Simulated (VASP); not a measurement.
Input of a VASP 6.6.1 run:

Contents of POSCAR:

```
PbSe
1.0
    0.0000000000      3.0696893648      3.0696893648
    3.0696893648      0.0000000000      3.0696893648
    3.0696893648      3.0696893648      0.0000000000
Pb Se
1 1
Direct
    0.0000000000      0.0000000000      0.0000000000
    0.5000000000      0.5000000000      0.5000000000
```

INCAR.step1

```
PREC = Accurate
ENCUT = 520
ISMEAR = 0
SIGMA = 0.01
LREAL = F
LASPH = T
NELM = 80
NBANDS = 17
GGA = PE
ALGO = Normal
EDIFF = 1E-4
LWAVE = T
LCHARG = F
```

INCAR.step2

```
PREC = Accurate
ENCUT = 520
EDIFF = 1E-6
ISMEAR = 0
SIGMA = 0.01
LREAL = F
LASPH = T
NELM = 80
ALGO = Normal
ISIF = 2
LWAVE = F
LCHARG = F
METAGGA = R2SCAN
LMIXTAU = T
NBANDS = 17
ISTART = 1
```

KPOINTS

```
Automatic mesh
0
Gamma
  4 4 4
```

Potentials or basis: VASP PAW PBE potentials, release 64 (Pb_d, Se).

The run is started by

```sh
$ cat potpaw_PBE.64/Pb_d/POTCAR potpaw_PBE.64/Se/POTCAR > POTCAR
$ cp INCAR.step1 INCAR
$ mpirun -np 1 vasp_std > vasp.out
$ cp INCAR.step2 INCAR
$ mpirun -np 1 vasp_std > vasp.out
```

Q: Predict the band gap on the k mesh.

A: 0.61 eV, direct.

Q: Predict the pressure.

A: 1.1 GPa.

Caveat: the k points lie up to 0.44 Å⁻¹ apart; the PAW data sets were made with another functional, which shifts forces and pressure a little; spin-orbit coupling is left out, which moves the levels of the heavy elements. A k mesh can miss the band edges.
